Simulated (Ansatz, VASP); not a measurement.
# Rb: VASP beside Ansatz

```
Rb
1.0
     0.00000    3.57301    3.57301
     3.57301    0.00000    3.57301
     3.57301    3.57301    0.00000
Rb
1
Direct
  0.00000 0.00000 0.00000
```

Alike in both runs: task relaxation of cell and atoms; functional PBE; k mesh 10 × 10 × 10; occupations fermi-dirac, width 0.05 eV; no spin polarisation.

|  | VASP | Ansatz |
| --- | --- | --- |
| version | VASP 6.6.1 | Ansatz 0.2.0 |
| potentials or method | VASP PAW PBE potentials, release 64 (Rb_sv), cutoff 600 eV | all-electron LAPW, non-relativistic |

```tsv
	VASP	Ansatz	Ansatz less VASP
relaxed volume (Å³/atom)	91.31	93.98	+2.673
relaxed cell length with the largest relative difference (Å)	5.054	5.103	+0.0488
```

Ansatz ran all-electron here, and VASP with PAW potentials.
